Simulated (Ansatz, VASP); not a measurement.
**One calculation of BN, two programs**

```
CELL_PARAMETERS angstrom
2.55394 0.00638 0.00000
-1.27144 2.20858 0.00000
0.00000 0.00000 4.22685
ATOMIC_POSITIONS crystal
B 0.66667 0.33333 0.99972
B 0.33333 0.66667 0.49972
N 0.66667 0.33333 0.62528
N 0.33333 0.66667 0.12528
```

Change from the starting cell: strain +0.0050 x Voigt [0, 0, 0, 0, 0, 1], atoms carried along.

Alike in both runs: task single point; functional r2SCAN; k mesh 12 × 12 × 6; occupations gaussian, width 0.05 eV; no spin polarisation.

|  | VASP | Ansatz |
| --- | --- | --- |
| version | VASP 6.6.1 | Ansatz 0.2.0 |
| potentials or method | VASP PAW PBE potentials, release 64 (B, N), cutoff 520 eV | scalar-relativistic, plane waves, PAW |
| valence electrons in the cell | 16 | 16 |

Ansatz gave:

* gap on the k mesh at the Fermi level (eV): 5.74
* least direct gap on the mesh (eV): 8.93
* pressure (GPa): -4.7
* traceless stress, the component that is largest in VASP (GPa): -2.10
* rms of the force components (eV/Å): 0.016

**Question.** What did VASP give for the same quantities?

**Answer.** gap on the k mesh at the Fermi level (eV): 5.71; least direct gap on the mesh (eV): 8.91; pressure (GPa): -3.7; traceless stress, the component that is largest in VASP (GPa): -2.11; rms of the force components (eV/Å): 0.015.

VASP's potentials were made for PBE, not for r2SCAN. Atom by atom the forces differ by 0.002 eV/Å (rms over components).
